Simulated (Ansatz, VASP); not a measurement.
MgO2 in VASP and in Ansatz

```
Mg O
1.0
     4.88876    0.00000    0.00000
     0.00000    4.88876    0.00000
     0.00000    0.00000    4.88876
Mg O
4 8
Direct
  0.00000 0.50000 0.50000
  0.50000 0.50000 0.00000
  0.50000 0.00000 0.50000
  0.00000 0.00000 0.00000
  0.41218 0.08782 0.91218
  0.08782 0.91218 0.41218
  0.91218 0.41218 0.08782
  0.58782 0.58782 0.58782
  0.41218 0.41218 0.41218
  0.08782 0.58782 0.91218
  0.91218 0.08782 0.58782
  0.58782 0.91218 0.08782
```

Alike in both runs: functional PBEsol; k mesh 6 × 6 × 6; occupations gaussian, width 0.02 eV; no spin polarisation.

Ansatz relaxed the structure, and its values are those at the end. VASP's run is a single point on that final structure, the one shown.

|  | VASP | Ansatz |
| --- | --- | --- |
| version | VASP 6.6.1 | Ansatz 0.2.0 |
| potentials or method | VASP PAW PBE potentials, release 64 (Mg_sv, O), cutoff 840 eV | scalar-relativistic, plane waves, PAW |
| valence electrons in the cell | 88 | 88 |

```tsv
	VASP	Ansatz	Ansatz less VASP
gap on the k mesh at the Fermi level (eV)	3.85	3.88	+0.024
least direct gap on the mesh (eV)	3.97	3.99	+0.022
pressure (GPa)	-3.3	-3.8	-0.43
rms of the force components (eV/Å)	0.066	0.001	-0.0647
```

VASP's potentials were made for PBE, not for PBEsol. The functional is the same, so the differences come from potentials, cutoffs and numerics. Ansatz's warnings: stress scf threshold loose.
